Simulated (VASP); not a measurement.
Here is a VASP 6.6.1 calculation.

Contents of INCAR:

```
SYSTEM = Ga3As4Se
PREC = Accurate
ENCUT = 520
EDIFF = 1E-6
ISMEAR = 0
SIGMA = 0.2
LREAL = .FALSE.
LASPH = .TRUE.
NELM = 100
ALGO = Normal
ISIF = 2
LWAVE = .FALSE.
LCHARG = .FALSE.
GGA = PE
NBANDS = 42
```

File KPOINTS:

```
Automatic mesh
0
G
  4 4 4
  0 0 0
```

POSCAR

```
Ga3As4Se
1.0
   -3.5598333201      3.5598333201      5.3960705151
    3.5598333201     -3.5598333201      5.3960705151
    3.5598333201      3.5598333201     -5.3960705151
Ga As Se
3 4 1
Direct
    0.2504597215      0.2504597215      0.0000000000
    0.7495402785      0.7495402785      0.0000000000
    0.0000000000      0.0000000000      0.0000000000
    0.2411196958      0.2411196958      0.4822393915
    0.7588803042      0.7588803042      0.5177606085
    0.2411196958      0.7588803042      0.0000000000
    0.7588803042      0.2411196958      0.0000000000
    0.5000000000      0.5000000000      0.0000000000
```

Potentials or basis: VASP PAW PBE potentials, release 64 (Ga_d, As, Se).

Command:

```bash
$ cat potpaw_PBE.64/Ga_d/POTCAR potpaw_PBE.64/As/POTCAR potpaw_PBE.64/Se/POTCAR > POTCAR
$ mpirun -np 1 vasp_std > vasp.out
```

(1) Estimate the largest force.

(2) Predict the band gap on the k mesh.

(3) What does it give for the pressure?

## Answers

(1) 0.032 eV/Å.

(2) zero (an odd number of electrons rules out a gap without spin polarisation).

(3) 0.6 GPa.
